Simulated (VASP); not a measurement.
Set up this calculation in VASP 6.6.1, as the native input.

```
Task                   : single point
Functional             : LDA
Potentials or basis    : VASP PAW LDA potentials, release 64 (K_sv, Br)
Cutoff                 : 520 eV
k mesh                 : 6 × 6 × 6
Occupations            : fermi-dirac, width 0.02 eV
Spin                   : no spin polarisation
Dipole correction      : no
Further INCAR settings : ALGO = Normal; EDIFF = 1e-06; NBANDS = 15
```

The structure of KBr lies in POSCAR:

```
KBr
1.0
    0.0000000000      3.1864028093      3.1864028093
    3.1864028093      0.0000000000      3.1864028093
    3.1864028093      3.1864028093      0.0000000000
K Br
1 1
Direct
    0.0000000000      0.0000000000      0.0000000000
    0.5000000000      0.5000000000      0.5000000000
```

One way to write it, as run:

INCAR

```
SYSTEM = KBr
  PREC = Accurate
  ENCUT = 520
  EDIFF = 1E-6
  ISMEAR = -1
  SIGMA = 0.02
  LREAL = .False.
  LASPH = .True.
  NELM = 100
  ALGO = Normal
  ISIF = 2
  LWAVE = .False.
  LCHARG = .False.
  GGA = CA
  NBANDS = 15
```

KPOINTS

```
Automatic mesh
0
Gamma
  6 6 6
  0 0 0
```

Potentials or basis: VASP PAW LDA potentials, release 64 (K_sv, Br).

Command:

```console
$ cat potpaw_LDA.64/K_sv/POTCAR potpaw_LDA.64/Br/POTCAR > POTCAR
$ mpirun -np 1 vasp_std > vasp.out
```

It gave:

```json
{
  "Pressure": "0.1 GPa",
  "Band gap on the k mesh": "4.33 eV, direct"
}
```

It took 7 s on 1 thread of AMD EPYC 9R45 96-Core Processor (Zen 5), with other jobs on the host, peak memory 0.14 GiB.
